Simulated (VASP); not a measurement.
Runs of VASP 6.6.1 on CaO. The structure is that of space group Pm-3m (No. 221), or close to it. The cells are those of the table. 

```csv
task,cell,k mesh,cutoff (eV),smearing,gap on the mesh (eV),pressure (GPa),relaxed volume (Å³/atom)
single point,"a = 2.934 Å, 2 atoms",8 × 8 × 8,520,gaussian 0.02 eV,2.77,0.6,-
single point,"a = 3.422 Å, 2 atoms",6 × 6 × 6,520,gaussian 0.1 eV,(a),-18.5,-
relaxation of cell and atoms,"relaxed from a = 2.934 Å, 2 atoms",8 × 8 × 8,600,gaussian 0.02 eV,2.77,-0.1,12.70
relaxation of cell and atoms,"relaxed from a = 3.422 Å, 2 atoms",6 × 6 × 6,600,gaussian 0.1 eV,2.77,0.2,12.69
single point,"a = 2.934 Å, 2 atoms",6 × 6 × 6,520,gaussian 0.1 eV,2.77,0.6,-
```

Alike in all rows: level PBE; potentials or basis VASP PAW PBE potentials, release 64 (Ca_sv, O); no spin polarisation.

**Question.** Estimate the missing entries.

**Answer.** (a) 1.29.

Caveats: the volume moved by over 15 % at a fixed basis, so the end points are rough (some runs).

A k mesh can miss the band edges.
